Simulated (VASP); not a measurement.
Write the native input for VASP 6.6.1 that does the following.

```yaml
Task: single point
Functional: r2SCAN
Potentials_or_basis: VASP PAW PBE potentials, release 64 (Ca_sv, O_h)
Cutoff: 1480 eV
k_mesh: 9 × 9 × 9
Occupations: fermi-dirac, width 0.0168 eV
Spin: no spin polarisation
Dipole_correction: no
Further_INCAR_settings: ALGO = Normal; EDIFF = 1e-06; NBANDS = 15
```

The system is CaO.

```
CELL_PARAMETERS angstrom
0.00000 2.40795 2.40795
2.40795 0.00000 2.40795
2.40795 2.40795 0.00000
ATOMIC_POSITIONS crystal
Ca 0.00000 0.00000 0.00000
O 0.50000 0.50000 0.50000
```

One way to write it, as run:

POSCAR

```
CaO
1.0
    0.0000000000      2.4079525000      2.4079525000
    2.4079525000      0.0000000000      2.4079525000
    2.4079525000      2.4079525000      0.0000000000
Ca O
1 1
Direct
    0.0000000000      0.0000000000      0.0000000000
    0.5000000000      0.5000000000      0.5000000000
```

INCAR.step1

```
PREC = Accurate ; ENCUT = 1480
ISMEAR = -1 ; SIGMA = 0.0168
LREAL = F ; LASPH = T
NELM = 120 ; NBANDS = 15
GGA = PE ; ALGO = Normal
EDIFF = 1E-5 ; LWAVE = T
LCHARG = F ; GGA_COMPAT = F
```

INCAR.step2

```
PREC = Accurate ; ENCUT = 1480
EDIFF = 1E-6 ; ISMEAR = -1
SIGMA = 0.0168 ; LREAL = F
LASPH = T ; NELM = 120
ALGO = Normal ; ISIF = 2
LWAVE = F ; LCHARG = T
METAGGA = R2SCAN ; LMIXTAU = T
LELF = T ; LVHAR = T
NBANDS = 15 ; ISTART = 1
GGA_COMPAT = F
```

KPOINTS

```
regular mesh
0
Gamma
  9 9 9
```

Potentials or basis: VASP PAW PBE potentials, release 64 (Ca_sv, O_h).

Launch:

```console
$ cat potpaw_PBE.64/Ca_sv/POTCAR potpaw_PBE.64/O_h/POTCAR > POTCAR
$ cp INCAR.step1 INCAR
$ mpirun -np 1 vasp_std > vasp.out
$ cp INCAR.step2 INCAR
$ mpirun -np 1 vasp_std > vasp.out
```

It gave:

```yaml
Pressure: -0.6 GPa
Band_gap_on_the_k_mesh: 4.25 eV (least direct gap 4.63 eV)
```

Caveat: the PAW data sets were made with another functional, which shifts forces and pressure a little; an odd mesh through Γ misses points on the zone boundary, where band edges can lie.

Wall time 2.5 min on 1 thread of Intel(R) Xeon(R) 6975P-C (Granite Rapids), on a shared host, peak memory 0.42 GiB.
